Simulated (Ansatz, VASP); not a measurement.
# Zr: VASP beside Ansatz

```
Zr
1.0
    -1.78744    1.78744    1.78744
     1.78744   -1.78744    1.78744
     1.78744    1.78744   -1.78744
Zr
1
Direct
  0.00000 0.00000 0.00000
```

Alike in both runs: task single point; functional PBE; k mesh 16 × 16 × 16; occupations fermi-dirac, width 0.05 eV; non-collinear spin, spin-orbit coupling.

|  | VASP | Ansatz |
| --- | --- | --- |
| version | VASP 6.6.1 | Ansatz 0.2.0 |
| potentials or method | VASP PAW PBE potentials, release 64 (Zr_sv), cutoff 520 eV | all-electron LAPW |

```csv
,VASP,Ansatz,Ansatz less VASP
pressure (GPa),0.0,0.0,+0.03
net moment per atom (μB),0.00,0.00,0.000
```

Ansatz ran all-electron here, and VASP with PAW potentials.
